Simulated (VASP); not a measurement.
Runs of VASP 6.6.1 on F. The structure is that of space group Im-3m (No. 229), or close to it. The cells are those of the table. 

```tsv
cell	k mesh	gap on the mesh (eV)	pressure (GPa)
a = 2.403 Å, angles 109.5°, 1 atom	28 × 28 × 28	none	-3.2
a = 2.373 Å, angles 109.5°, 1 atom	28 × 28 × 28	none	-1.6
a = 2.309 Å, angles 109.5°, 1 atom	56 × 56 × 56	none	(a)
a = 2.341 Å, angles 109.5°, 1 atom	28 × 28 × 28	none	0.5
a = 2.325 Å, angles 109.5°, 1 atom	56 × 56 × 56	none	(b)
a = 2.388 Å, angles 109.5°, 1 atom	28 × 28 × 28	none	-2.4
a = 2.357 Å, angles 109.5°, 1 atom	28 × 28 × 28	none	-0.6
```

Alike in all rows: task single point; level PBE; potentials or basis VASP PAW PBE potentials, release 64 (F); no spin polarisation; cutoff (eV) 520; smearing fermi-dirac 0.0612256 eV.

Problem. Fill in the values left out.

Solution. (a) 3.2; (b) 1.8.

Caveats: an odd number of electrons without spin polarisation forces a metal; a magnetic or distorted state may lie lower.

A gap of «none» marks levels without a gap at the run's occupations.
